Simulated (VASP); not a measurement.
Input of a VASP 6.6.1 run:

File POSCAR:

```
SiC
1.0
    3.1391828972      0.0000000000      0.0000000000
   -1.5695914486      2.7186121361      0.0000000000
    0.0000000000      0.0000000000      4.9130700729
Si C
2 2
Direct
    0.3333333333      0.6666666667      0.0000000000
    0.6666666667      0.3333333333      0.5000000000
    0.3333333333      0.6666666667      0.5000000000
    0.6666666667      0.3333333333      1.0000000000
```

File INCAR.step1:

```
SYSTEM = SiC
ALGO = Normal
EDIFF = 1E-4
ENCUT = 600
GGA = PE
ISMEAR = 0
LASPH = .TRUE.
LCHARG = .FALSE.
LREAL = .FALSE.
LWAVE = .TRUE.
NELM = 100
PREC = Accurate
SIGMA = 0.01
```

File INCAR.step2:

```
SYSTEM = SiC
ALGO = Normal
EDIFF = 1E-6
EDIFFG = -0.002
ENCUT = 600
IBRION = 2
ISIF = 3
ISMEAR = 0
ISTART = 1
LASPH = .TRUE.
LCHARG = .FALSE.
LMIXTAU = .TRUE.
LREAL = .FALSE.
LWAVE = .FALSE.
METAGGA = R2SCAN
NELM = 100
NSW = 100
PREC = Accurate
SIGMA = 0.01
```

Contents of KPOINTS:

```
k-points
0
G
  15 15 8
  0 0 0
```

Potentials or basis: VASP PAW PBE potentials, release 64 (Si, C).

Command:

```console
$ cat potpaw_PBE.64/Si/POTCAR potpaw_PBE.64/C/POTCAR > POTCAR
$ cp INCAR.step1 INCAR
$ mpirun -np 1 vasp_std > vasp.out
$ cp INCAR.step2 INCAR
$ mpirun -np 1 vasp_std > vasp.out
```

(1) Predict the relaxed volume.

(2) Predict the relaxed cell.

(3) Predict the space group after relaxing (to 0.1 Å).

Answers

(1) 10.52 Å³/atom.

(2) a = 3.134 Å, b = 3.134 Å, c = 4.947 Å, α = 90.00°, β = 90.00°, γ = 120.00°.

(3) P6_3/mmc (No. 194).

Caveat: the PAW data sets were made with another functional, which shifts forces and pressure a little.
